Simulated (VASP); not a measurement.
# C in VASP: further runs

The runs below take C through single point, with PBE+D3(BJ).

Program: VASP 6.6.1. These are calculated values, not measurements. Logs are shortened: lines on timing, memory, paths and dates and some standing lists are left out, and cuts for length are marked.

## Step 1: The cell of the first run

The cell holds a slab with vacuum, 4 atoms: a = 2.466 Å, b = 2.466 Å, c = 17.500 Å, α = 90.00°, β = 90.00°, γ = 120.00°.

## Step 2: Single point, PBE+D3(BJ)

Input file INCAR:

```
PREC = Accurate
ENCUT = 520
EDIFF = 1E-6
ISMEAR = 0
SIGMA = 0.1
LREAL = F
LASPH = T
NELM = 60
ALGO = Normal
ISIF = 2
LWAVE = F
LCHARG = F
LDIPOL = T
IDIPOL = 3
DIPOL = 0.5 0.5 0.359
GGA = PE
IVDW = 12
NBANDS = 16
```

Input file KPOINTS:

```
Automatic mesh
0
Gamma
  15 15 1
```

Input file POSCAR:

```
C
1.0
    2.4657189597      0.0000000000      0.0000000000
   -1.2328594799      2.1353752577      0.0000000000
    0.0000000000      0.0000000000     17.5000000000
C
4
Direct
    0.3333333333      0.6666666667      0.2571428571
    0.6666666667      0.3333333333      0.2571428571
    0.3333333333      1.0000000000      0.4605714286
    0.6666666667      0.6666666667      0.4605714286
```

Potentials or basis: VASP PAW PBE potentials, release 64 (C).

Launch:

```sh
> cat potpaw_PBE.64/C/POTCAR > POTCAR
> mpirun -np 1 vasp_std > vasp.out
```

OUTCAR:

```text
PREC = Accurate
   ENCUT = 520
   EDIFF = 1E-6
   ISMEAR = 0
   LREAL = F
   LASPH = T
   NELM = 60
   ISIF = 2
   GGA = PE
   IVDW = 12
 IVDW          = 12

 ion  position               nearest neighbor table
   1  0.333  0.667  0.257-   2 1.42   2 1.42   2 1.42
   2  0.667  0.333  0.257-   1 1.42   1 1.42   1 1.42
   3  0.333  0.000  0.461-   4 1.42   4 1.42   4 1.42
   4  0.667  0.667  0.461-   3 1.42   3 1.42   3 1.42

  LATTYP: Found a hexagonal cell.
 ALAT       =     2.4657189597
 C/A-ratio  =     7.0973214247

  Lattice vectors:

 A1 = (   2.4657189597,   0.0000000000,   0.0000000000)
 A2 = (  -1.2328594799,   2.1353752577,   0.0000000000)
 A3 = (   0.0000000000,   0.0000000000,  17.5000000000)

Analysis of symmetry for initial positions (statically):
=====================================================================
 Subroutine PRICEL returns:
 Original cell was already a primitive cell.

 Routine SETGRP: Setting up the symmetry group for a
 hexagonal supercell.

 Subroutine GETGRP returns: Found  4 space group operations
 (whereof  2 operations were pure point group operations)
 out of a pool of 24 trial point group operations.

The static configuration has the point symmetry C_1h.
 The point group associated with its full space group is C_2h.

Analysis of symmetry for dynamics (positions and initial velocities):
=====================================================================
 Subroutine PRICEL returns:
 Original cell was already a primitive cell.

 Routine SETGRP: Setting up the symmetry group for a
 hexagonal supercell.

 Subroutine GETGRP returns: Found  4 space group operations
 (whereof  2 operations were pure point group operations)
 out of a pool of 24 trial point group operations.

The dynamic configuration has the point symmetry C_1h.
 The point group associated with its full space group is C_2h.

 Subroutine INISYM returns: Found  4 space group operations
 (whereof  2 operations are pure point group operations),
 and found     1 'primitive' translations

----------------------------------------------------------------------------------------

                                     Primitive cell

  volume of cell :      92.1416

  direct lattice vectors                    reciprocal lattice vectors
     2.465718960  0.000000000  0.000000000     0.405561224  0.234150882  0.000000000
    -1.232859480  2.135375258  0.000000000     0.000000000  0.468301764  0.000000000
     0.000000000  0.000000000 17.500000000     0.000000000  0.000000000  0.057142857

  length of vectors
[... 97 lines left out ...]
   NELECT =      16.0000    total number of electrons
   NUPDOWN=      -1.0000    fix difference up-down
   EMIN   =  10.00;   EMAX   =-10.00  energy-range for DOS
   EFERMI =   0.00;   METHOD = LEGACY
   ISMEAR =     0;   SIGMA  =   0.10  broadening in eV -4-tet -1-fermi 0-gaus
   EFERMI_NEDOS =   21; number of points for ismear=-14 and -15
   IALGO  =     38    algorithm
   IMIX   =      4    mixing-type and parameters
     AMIX     =   0.40;   BMIX     =  1.00
     AMIX_MAG =   1.60;   BMIX_MAG =  1.00
  volume/ion in A,a.u.               =      23.04       155.45
  Fermi-wavevector in a.u.,A,eV,Ry     =   0.913334  1.725951 11.349690  0.834179
  Thomas-Fermi vector in A             =   2.037833
   LORBIT       =      0    0 simple, 1 ext, 2 COOP (PROOUT), +10 PAW based schemes
   GGA     = PE    functional components
   LHFCALC =     F    Hartree Fock is set to
   AEXX    =    0.0000 exact exchange contribution
   IVDW    =    12    specifies the selected vdW correction
   LEPSILON=     F    determine dielectric tensor
   LRPA    =     F    only Hartree local field effects (RPA)
 non-spin polarized calculation
 Gauss-broadening in eV      SIGMA  =   0.10
  energy-cutoff  :      520.00
  volume of cell :       92.14
 maximum number of plane-waves:      2521
   NGX =  9   NGY =  9   NGZ = 65

 dipolmoment           0.000000      0.000000      0.000149 electrons x Angstroem

 number of electron      15.9999998 magnetization

 dipolmoment           0.000000      0.000000     -0.000001 electrons x Angstroem

 Free energy of the ion-electron system (eV)
  ---------------------------------------------------
  ext. energy  EPLUGINS =         0.00000000
  ---------------------------------------------------
  free energy    TOTEN  =       -36.88580675 eV

  energy without entropy =      -36.88564062  energy(sigma->0) =      -36.88572368

 E-fermi :  -0.8272     XC(G=0):  -4.4692

 val. band max:       -0.9623743439   @ k =   0.3333   0.3333   0.0000
 cond. band min:      -0.6922557673   @ k =   0.3333   0.3333   0.0000
 fundamental gap:      0.2701185766
 Fermi energy:        -0.8271675168

 k-point     1 :       0.0000    0.0000    0.0000
  band No.  band energies     occupation
      1     -20.3904      2.00000
      2     -20.2967      2.00000
      3      -8.7929      2.00000
      4      -8.0761      2.00000
      5      -3.8645      2.00000
      6      -3.8642      2.00000
[... 433 lines left out ...]
      3      -9.5721      2.00000
      4      -9.5380      2.00000
      5      -6.6724      2.00000
      6      -6.6604      2.00000
[... 8 lines left out ...]
     15       7.5130      0.00000
     16       8.3588      0.00000

 [... further k-points ...]

------------------------ aborting loop because EDIFF is reached ----------------------------------------

 vacuum level on the upper side and lower side of the slab       (xc-potential included)        -0.163        -0.164

 Edisp (eV)   -0.46037

 E8    (eV) :    -0.1368

  FORCE on cell =-STRESS in cart. coord.  units (eV):
  Direction    XX          YY          ZZ          XY          YZ          ZX
  --------------------------------------------------------------------------------------
  -------------------------------------------------------------------------------------
  Total       0.11433     0.12623    -0.11278    -0.01031     0.02933    -0.01694
  in kB       1.98796     2.19497    -1.96101    -0.17927     0.51007    -0.29449
  external pressure =        0.74 kB  Pullay stress =        0.00 kB

 VOLUME and BASIS-vectors are now :
 -----------------------------------------------------------------------------
  energy-cutoff  :      520.00
  volume of cell :       92.14
      direct lattice vectors                 reciprocal lattice vectors
     2.465718960  0.000000000  0.000000000     0.405561224  0.234150882  0.000000000
    -1.232859480  2.135375258  0.000000000     0.000000000  0.468301764  0.000000000
     0.000000000  0.000000000 17.500000000     0.000000000  0.000000000  0.057142857

 POSITION                                       TOTAL-FORCE (eV/Angst)
 -----------------------------------------------------------------------------------
     -0.00000      1.42358      4.50000         0.003260     -0.003610      0.012275
      1.23286      0.71179      4.50000         0.001496     -0.004628      0.012275
      0.82191      0.00000      8.06000        -0.001496      0.004628     -0.012275
      0.82191      1.42358      8.06000        -0.003260      0.003610     -0.012275
 -----------------------------------------------------------------------------------
    total drift:                               -0.000000      0.000000     -0.000035

  FREE ENERGIE OF THE ION-ELECTRON SYSTEM (eV)
  ---------------------------------------------------
  free  energy   TOTEN  =       -37.3461793373 eV

  energy  without entropy=      -37.3460132095  energy(sigma->0) =      -37.34609627

 vacuum level on the upper side and lower side of the slab         3.363         3.362
```

Wall time 59 s (1 thread of Intel Xeon 6975P-C (Granite Rapids), shared host); peak memory 0.23 GiB.

Results:

* Free energy: -37.3462 eV
* Largest force: 0.013 eV/Å
* Band gap on the k mesh: 0.27 eV, direct
* Dispersion energy per atom: -0.115 eV

Forces on the atoms (eV/Å):
```
C    0.003 -0.004  0.012
C    0.001 -0.005  0.012
C   -0.001  0.005 -0.012
C   -0.003  0.004 -0.012
```

## Step 3: Single point, PBE+D3(BJ)

Input file INCAR:

```
SYSTEM = C
ALGO = Normal
DIPOL = 0.5 0.5 0.359
EDIFF = 1E-6
ENCUT = 520
GGA = PE
IDIPOL = 3
ISIF = 2
ISMEAR = 0
IVDW = 12
LASPH = .True.
LCHARG = .False.
LDIPOL = .True.
LREAL = .False.
LWAVE = .False.
NBANDS = 16
NELM = 60
PREC = Accurate
SIGMA = 0.1
```

Input file KPOINTS:

```
k-points
0
Gamma
  15 15 1
  0 0 0
```

Changes to POSCAR since step 2:

```diff
@@ -10,3 +10,3 @@
     0.6666666667      0.3333333333      0.2571428571
-    0.3333333333      1.0000000000      0.4605714286
-    0.6666666667      0.6666666667      0.4605714286
+    0.3333333333      0.8333333333      0.4605714286
+    0.6666666667      0.5000000000      0.4605714286
```

Potentials or basis: VASP PAW PBE potentials, release 64 (C).

Launch:

```sh
> cat potpaw_PBE.64/C/POTCAR > POTCAR
> mpirun -np 1 vasp_std > vasp.out
```

OUTCAR:

```text
SYSTEM = C
   EDIFF = 1E-6
   ENCUT = 520
   GGA = PE
   ISIF = 2
   ISMEAR = 0
   IVDW = 12
   LASPH = .True.
   LREAL = .False.
   NELM = 60
   PREC = Accurate
 IVDW          = 12

 ion  position               nearest neighbor table
   1  0.333  0.667  0.257-   2 1.42   2 1.42   2 1.42
   2  0.667  0.333  0.257-   1 1.42   1 1.42   1 1.42
   3  0.333  0.833  0.461-   4 1.42   4 1.42   4 1.42
   4  0.667  0.500  0.461-   3 1.42   3 1.42   3 1.42

  LATTYP: Found a hexagonal cell.
 ALAT       =     2.4657189597
 C/A-ratio  =     7.0973214247

  Lattice vectors:

[... 663 lines left out ...]
  --------------------------------------------------------------------------------------
  -------------------------------------------------------------------------------------
  Total       0.10494     0.10857    -0.04846    -0.00314     0.03315    -0.01914
  in kB       1.82479     1.88781    -0.84265    -0.05458     0.57643    -0.33280
  external pressure =        0.96 kB  Pullay stress =        0.00 kB

 VOLUME and BASIS-vectors are now :
 -----------------------------------------------------------------------------
  energy-cutoff  :      520.00
  volume of cell :       92.14
      direct lattice vectors                 reciprocal lattice vectors
     2.465718960  0.000000000  0.000000000     0.405561224  0.234150882  0.000000000
    -1.232859480  2.135375258  0.000000000     0.000000000  0.468301764  0.000000000
     0.000000000  0.000000000 17.500000000     0.000000000  0.000000000  0.057142857

 POSITION                                       TOTAL-FORCE (eV/Angst)
 -----------------------------------------------------------------------------------
     -0.00000      1.42358      4.50000         0.002986     -0.004479      0.003243
      1.23286      0.71179      4.50000         0.002386     -0.004826      0.003243
     -0.20548      1.77948      8.06000        -0.002386      0.004826     -0.003243
      1.02738      1.06769      8.06000        -0.002986      0.004479     -0.003243
 -----------------------------------------------------------------------------------
    total drift:                               -0.000000      0.000000     -0.000035

  FREE ENERGIE OF THE ION-ELECTRON SYSTEM (eV)
  ---------------------------------------------------
  free  energy   TOTEN  =       -37.3415571572 eV

  energy  without entropy=      -37.3415392892  energy(sigma->0) =      -37.34154822

 vacuum level on the upper side and lower side of the slab         3.362         3.361
```

Wall time 54 s (1 thread of Intel Xeon 6975P-C (Granite Rapids), shared host); peak memory 0.23 GiB.

What came out:

| Item | Value |
| --- | --- |
| Free energy | -37.3416 eV |
| Largest force | 0.006 eV/Å |
| Band gap on the k mesh | 0.41 eV, direct |
| Dispersion energy per atom | -0.115 eV |

Forces in eV/Å, atoms in the order of the input:
```
C    0.003 -0.004  0.003
C    0.002 -0.005  0.003
C   -0.002  0.005 -0.003
C   -0.003  0.004 -0.003
```

## Step 4: Single point, PBE+D3(BJ)

Input file INCAR:

```
SYSTEM = C
PREC     = Accurate       ! precision mode
ENCUT    = 520            ! plane-wave cutoff, eV
EDIFF    = 1E-7           ! SCF threshold, eV
ISMEAR   = 0              ! smearing method
SIGMA    = 0.1            ! smearing width, eV
LREAL    = .FALSE.        ! projectors in reciprocal space
LASPH    = .TRUE.         ! aspherical terms in the spheres
NELM     = 80             ! most SCF steps
ALGO     = Normal         ! electronic algorithm
ISIF     = 2              ! what is computed and relaxed
LWAVE    = .FALSE.        ! write WAVECAR
LCHARG   = .FALSE.        ! write CHGCAR
LDIPOL   = .TRUE.       
IDIPOL   = 3            
DIPOL    = 0.5 0.5 0.359
GGA      = PE             ! functional
IVDW     = 12             ! dispersion correction
NBANDS   = 16             ! bands
```

Input file KPOINTS:

```
regular mesh
0
G
  15 15 1
  0 0 0
```

Changes to POSCAR since step 3:

```diff
@@ -10,3 +10,3 @@
     0.6666666667      0.3333333333      0.2571428571
-    0.3333333333      0.8333333333      0.4605714286
-    0.6666666667      0.5000000000      0.4605714286
+    0.5000000000      1.0000000000      0.4605714286
+    0.8333333333      0.6666666667      0.4605714286
```

Potentials or basis: VASP PAW PBE potentials, release 64 (C).

Launch:

```sh
> cat potpaw_PBE.64/C/POTCAR > POTCAR
> mpirun -np 1 vasp_std > vasp.out
```

OUTCAR:

```text
SYSTEM = C
   PREC = Accurate
   ENCUT = 520
   EDIFF = 1E-7
   ISMEAR = 0
   LREAL = .FALSE.
   LASPH = .TRUE.
   NELM = 80
   ISIF = 2
   GGA = PE
   IVDW = 12
 IVDW          = 12

 ion  position               nearest neighbor table
   1  0.333  0.667  0.257-   2 1.42   2 1.42   2 1.42
   2  0.667  0.333  0.257-   1 1.42   1 1.42   1 1.42
   3  0.500  0.000  0.461-   4 1.42   4 1.42   4 1.42
   4  0.833  0.667  0.461-   3 1.42   3 1.42   3 1.42

  LATTYP: Found a hexagonal cell.
 ALAT       =     2.4657189597
 C/A-ratio  =     7.0973214247

  Lattice vectors:

 A1 = (   2.4657189597,   0.0000000000,   0.0000000000)
 A2 = (  -1.2328594799,   2.1353752577,   0.0000000000)
 A3 = (   0.0000000000,   0.0000000000,  17.5000000000)

Analysis of symmetry for initial positions (statically):
=====================================================================
 Subroutine PRICEL returns:
 Original cell was already a primitive cell.

 Routine SETGRP: Setting up the symmetry group for a
 hexagonal supercell.

 Subroutine GETGRP returns: Found  4 space group operations
 (whereof  2 operations were pure point group operations)
 out of a pool of 24 trial point group operations.

The static configuration has the point symmetry C_1h.
 The point group associated with its full space group is C_2h.

Analysis of symmetry for dynamics (positions and initial velocities):
=====================================================================
 Subroutine PRICEL returns:
 Original cell was already a primitive cell.

 Routine SETGRP: Setting up the symmetry group for a
 hexagonal supercell.

 Subroutine GETGRP returns: Found  4 space group operations
 (whereof  2 operations were pure point group operations)
 out of a pool of 24 trial point group operations.

The dynamic configuration has the point symmetry C_1h.
 The point group associated with its full space group is C_2h.

 Subroutine INISYM returns: Found  4 space group operations
[... 129 lines left out ...]
   IVDW    =    12    specifies the selected vdW correction
   LEPSILON=     F    determine dielectric tensor
   LRPA    =     F    only Hartree local field effects (RPA)
 non-spin polarized calculation
 Gauss-broadening in eV      SIGMA  =   0.10
  energy-cutoff  :      520.00
  volume of cell :       92.14
 maximum number of plane-waves:      2521
   NGX =  9   NGY =  9   NGZ = 65

 dipolmoment           0.000000      0.000000      0.000149 electrons x Angstroem

 number of electron      15.9999998 magnetization

 dipolmoment           0.000000      0.000000     -0.000000 electrons x Angstroem

 Free energy of the ion-electron system (eV)
  ---------------------------------------------------
  ext. energy  EPLUGINS =         0.00000000
  ---------------------------------------------------
  free energy    TOTEN  =       -36.88472221 eV

  energy without entropy =      -36.88462952  energy(sigma->0) =      -36.88467587

 E-fermi :  -0.8261     XC(G=0):  -4.4695

 val. band max:       -0.9820456414   @ k =   0.3333   0.3333   0.0000
 cond. band min:      -0.6704578464   @ k =   0.3333   0.3333   0.0000
 fundamental gap:      0.3115877950
 Fermi energy:        -0.8260691706

 k-point     1 :       0.0000    0.0000    0.0000
  band No.  band energies     occupation
      1     -20.3906      2.00000
      2     -20.2968      2.00000
      3      -8.7934      2.00000
      4      -8.0762      2.00000
      5      -3.8644      2.00000
      6      -3.8627      2.00000
[... 433 lines left out ...]
      3      -9.5729      2.00000
      4      -9.5372      2.00000
      5      -6.6718      2.00000
      6      -6.6612      2.00000
[... 8 lines left out ...]
     15       7.4992      0.00000
     16       8.3719      0.00000

 [... further k-points ...]

------------------------ aborting loop because EDIFF is reached ----------------------------------------

 vacuum level on the upper side and lower side of the slab       (xc-potential included)        -0.049        -0.049

 Edisp (eV)   -0.46036

 E8    (eV) :    -0.1368

  FORCE on cell =-STRESS in cart. coord.  units (eV):
  Direction    XX          YY          ZZ          XY          YZ          ZX
  --------------------------------------------------------------------------------------
  -------------------------------------------------------------------------------------
  Total       0.10896     0.12505    -0.09768    -0.00000     0.04091    -0.00000
  in kB       1.89456     2.17441    -1.69854    -0.00000     0.71141    -0.00000
  external pressure =        0.79 kB  Pullay stress =        0.00 kB

 VOLUME and BASIS-vectors are now :
 -----------------------------------------------------------------------------
  energy-cutoff  :      520.00
  volume of cell :       92.14
      direct lattice vectors                 reciprocal lattice vectors
     2.465718960  0.000000000  0.000000000     0.405561224  0.234150882  0.000000000
    -1.232859480  2.135375258  0.000000000     0.000000000  0.468301764  0.000000000
     0.000000000  0.000000000 17.500000000     0.000000000  0.000000000  0.057142857

 POSITION                                       TOTAL-FORCE (eV/Angst)
 -----------------------------------------------------------------------------------
     -0.00000      1.42358      4.50000         0.000000     -0.005321      0.008561
      1.23286      0.71179      4.50000         0.000000     -0.006168      0.011721
      1.23286      0.00000      8.06000        -0.000000      0.006168     -0.011721
      1.23286      1.42358      8.06000        -0.000000      0.005321     -0.008561
 -----------------------------------------------------------------------------------
    total drift:                                0.000000     -0.000000     -0.000004

  FREE ENERGIE OF THE ION-ELECTRON SYSTEM (eV)
  ---------------------------------------------------
  free  energy   TOTEN  =       -37.3450862771 eV

  energy  without entropy=      -37.3449935854  energy(sigma->0) =      -37.34503993

 vacuum level on the upper side and lower side of the slab         3.395         3.395
```

stdout:

```text
POSCAR found type information on POSCAR C
 POSCAR found :  1 types and       4 ions
 scaLAPACK will be used
 LDA part: xc-table for (Slater+PW92), standard interpolation
 POSCAR, INCAR and KPOINTS ok, starting setup
 FFT: planning ... GRIDC
 FFT: planning ... GRID_SOFT
 FFT: planning ... GRID
 WAVECAR not read
 entering main loop
```

Run time: 59 s. Hardware: 1 thread of Intel Xeon 6975P-C (Granite Rapids), shared host; peak memory 0.23 GiB.

Results:

```
Free energy                : -37.3451 eV
Largest force              : 0.013 eV/Å
Band gap on the k mesh     : 0.31 eV, direct
Dispersion energy per atom : -0.115 eV
```

Forces in eV/Å, atoms in the order of the input:
```
C    0.000 -0.005  0.009
C    0.000 -0.006  0.012
C    0.000  0.006 -0.012
C    0.000  0.005 -0.009
```

Levels at points of the mesh, in eV from the valence-band top:
| k point | band 4 | band 5 | band 6 | band 7 | band 8 | band 9 | band 10 | band 11 | band 12 | band 13 |
| --- | --- | --- | --- | --- | --- | --- | --- | --- | --- | --- |
| (0.00, 0.00, 0.00) | -7.09 | -2.88 | -2.88 | -2.88 | -2.88 | 3.52 | 3.99 | 4.90 | 6.54 | 6.73 |
